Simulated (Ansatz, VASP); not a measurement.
# Ta: VASP beside Ansatz

INCAR

```
SYSTEM = Ta
ALGO = Fast
EDIFF = 1E-6
ENCUT = 520
GGA = PE
ISIF = 2
ISMEAR = 0
LASPH = .True.
LCHARG = .True.
LELF = .True.
LREAL = .False.
LVHAR = .True.
LWAVE = .False.
NBANDS = 12
NELM = 100
PREC = Accurate
SIGMA = 0.15
```

The input KPOINTS:

```
k-points
0
Gamma
  20 20 20
  0 0 0
```

Contents of POSCAR:

```
Ta
1.0
   -1.4426815287      1.4426815287      2.3274781103
    1.4426815287     -1.4426815287      2.3274781103
    1.4426815287      1.4426815287     -2.3274781103
Ta
1
Direct
    0.0000000000      0.0000000000      0.0000000000
```

Input for Ansatz:

```yaml
crystal:
  lattice:
    - [-1.4426815287, 1.4426815287, 2.3274781103]
    - [1.4426815287, -1.4426815287, 2.3274781103]
    - [1.4426815287, 1.4426815287, -2.3274781103]
  atoms:
    - { symbol: Ta, position: [0.0, 0.0, 0.0] }
basis:
  ecutwfc: 420
kpoints:
  mp_grid: { grid: [20, 20, 20] }
hamiltonian:
  xc: pbe
  pseudopotentials: { kind: paw, azcp: { folder: soft_1 } }
scf:
  occupations: { method: gaussian, width: 0.15 }
output:
  forces: true
  stress: true
  eigenvalues: true
```

Alike in both runs: task single point; functional PBE; k mesh 20 × 20 × 20; occupations gaussian, width 0.15 eV; no spin polarisation.

|  | VASP | Ansatz |
| --- | --- | --- |
| version | VASP 6.6.1 | Ansatz 0.2.0 |
| potentials or method | VASP PAW PBE potentials, release 64 (Ta_pv), cutoff 520 eV | scalar-relativistic, plane waves, PAW |
| valence electrons in the cell | 11 | 13 |

```tsv
	VASP	Ansatz	Ansatz less VASP
gap on the k mesh at the Fermi level (eV)	none	none	-
pressure (GPa)	-6.7	-6.7	-0.01
traceless stress, the component that is largest in VASP (GPa)	3.90	3.89	-0.017
```

A gap of «none» marks a metal or a gap that the smearing closes. VASP's potentials hold 11 valence electrons a cell and Ansatz's 13, so a difference there can come from the potentials and not from the codes.

Neither program's run includes spin-orbit coupling.
